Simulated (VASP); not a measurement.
Write the native input for VASP 6.6.1 that does the following.

```
Task                   : single point
Functional             : PBE
Potentials or basis    : VASP PAW PBE potentials, release 64 (Ag, Cl)
Cutoff                 : 520 eV
k mesh                 : 8 × 8 × 8
Occupations            : gaussian, width 0.05 eV
Spin                   : no spin polarisation
Dipole correction      : no
Further INCAR settings : ALGO = Normal; EDIFF = 1e-06; NBANDS = 16
```

The structure of AgCl lies in POSCAR:

```
AgCl
1.0
    0.0000000000      2.8563445000      2.7731500000
    2.7731500000      0.0000000000      2.7731500000
    2.7731500000      2.8563445000      0.0000000000
Ag Cl
1 1
Direct
    0.5000000000      0.5000000000      0.5000000000
    0.0000000000      0.0000000000      0.0000000000
```

This cell differs from its parent crystal: strain +0.0300 x Voigt [0, 1, 0, 0, 0, 0].

One way to write it, as run:

INCAR

```
  PREC = Accurate
  ENCUT = 520
  EDIFF = 1E-6
  ISMEAR = 0
  SIGMA = 0.05
  LREAL = False
  LASPH = True
  NELM = 60
  ALGO = Normal
  ISIF = 2
  LWAVE = False
  LCHARG = False
  GGA = PE
  NBANDS = 16
```

KPOINTS

```
regular mesh
0
Gamma
  8 8 8
```

Potentials or basis: VASP PAW PBE potentials, release 64 (Ag, Cl).

The run is started by

```sh
$ cat potpaw_PBE.64/Ag/POTCAR potpaw_PBE.64/Cl/POTCAR > POTCAR
$ mpirun -np 1 vasp_std > vasp.out
```

It gave:

```yaml
Pressure: 0.2 GPa
Band_gap_on_the_k_mesh: 0.83 eV (least direct gap 3.07 eV)
```

Caveat: the cell differs from its parent crystal (strain +0.0300 x Voigt [0, 1, 0, 0, 0, 0]).

Run time: 21 s on 1 thread of Intel(R) Xeon(R) Platinum 8488C (Sapphire Rapids) (shared host), peak memory 0.18 GiB.
